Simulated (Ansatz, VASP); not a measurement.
# Ag in VASP and in Ansatz

```
CELL_PARAMETERS angstrom
2.86699 0.00000 0.00000
-1.43350 2.48289 0.00000
0.00000 0.00000 4.69083
ATOMIC_POSITIONS crystal
Ag 0.33333 0.66667 0.25000
Ag 0.66667 0.33333 0.75000
```

Alike in both runs: task single point; functional PBEsol; k mesh 24 × 24 × 12; occupations gaussian, width 0.1 eV; no spin polarisation.

|  | VASP | Ansatz |
| --- | --- | --- |
| version | VASP 6.6.1 | Ansatz 0.2.0 |
| potentials or method | VASP PAW PBE potentials, release 64 (Ag), cutoff 520 eV | scalar-relativistic, plane waves, PAW |
| valence electrons in the cell | 22 | 38 |

VASP gave:

```
gap on the k mesh at the Fermi level (eV)                     : none
pressure (GPa)                                                : -0.4
traceless stress, the component that is largest in VASP (GPa) : 0.27
```

Q: Estimate Ansatz's values.

A: gap on the k mesh at the Fermi level (eV): none; pressure (GPa): -0.1; traceless stress, the component that is largest in VASP (GPa): 0.28.

VASP's potentials were made for PBE, not for PBEsol. A gap of «none» marks a metal or a gap that the smearing closes. The functional is the same, so the differences come from potentials, cutoffs and numerics. VASP's potentials hold 22 valence electrons a cell and Ansatz's 38, so a difference there can come from the potentials and not from the codes.
